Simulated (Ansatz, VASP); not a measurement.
## One calculation of Si, two programs

The input INCAR:

```
ALGO = Normal
EDIFF = 1E-7
ENCUT = 520
GGA = CA
ISIF = 2
ISMEAR = -1
LASPH = T
LCHARG = T
LELF = T
LREAL = F
LVHAR = T
LWAVE = F
NBANDS = 8
NELM = 60
PREC = Accurate
SIGMA = 0.1
```

Contents of KPOINTS:

```
k-points
0
Gamma
  16 16 16
```

POSCAR

```
Si
1.0
    2.5007026859      0.0000000000      0.0000000000
    0.0000000000      2.5007026859      0.0000000000
    0.0000000000      0.0000000000      2.5007026859
Si
1
Direct
    0.0000000000      0.0000000000      0.0000000000
```

Input for Ansatz:

```yaml
crystal:
  lattice:
    - [2.5007026859, 0.0, 0.0]
    - [0.0, 2.5007026859, 0.0]
    - [0.0, 0.0, 2.5007026859]
  atoms:
    - { symbol: Si, position: [0.0, 0.0, 0.0] }
kpoints:
  mp_grid: { grid: [16, 16, 16] }
  band_path:
    path:
      - [0.0, 0.0, 0.0]
      - [0.0, 0.5, 0.0]
      - [0.5, 0.5, 0.0]
      - [0.0, 0.0, 0.0]
      - [0.5, 0.5, 0.5]
      - [0.0, 0.5, 0.0]
      - [0.5, 0.5, 0.5]
      - [0.5, 0.5, 0.0]
    npoints: 14
scf:
  occupations: { method: fermi_dirac, width: 0.1 }
hamiltonian:
  xc: lda
  pseudopotentials: { kind: all_electron, lapw: { basis_error: 0.001 } }
output:
  forces: true
  stress: true
  eigenvalues: true
  populations: true
  dos: { projected: true, de: 0.2, e_range: [-14, 8] }
```

Alike in both runs: task single point; functional LDA; k mesh 16 × 16 × 16; occupations fermi-dirac, width 0.1 eV; no spin polarisation.

|  | VASP | Ansatz |
| --- | --- | --- |
| version | VASP 6.6.1 | Ansatz 0.2.0 |
| potentials or method | VASP PAW LDA potentials, release 64 (Si), cutoff 520 eV | all-electron LAPW, scalar-relativistic |

|  | VASP | Ansatz | Ansatz less VASP |
| --- | --- | --- | --- |
| pressure (GPa) | 0.0 | 0.0 | -0.09 |

LDA's correlation is that of Perdew and Zunger in VASP and of Perdew and Wang (1992) in Ansatz. Ansatz ran all-electron here, and VASP with PAW potentials.
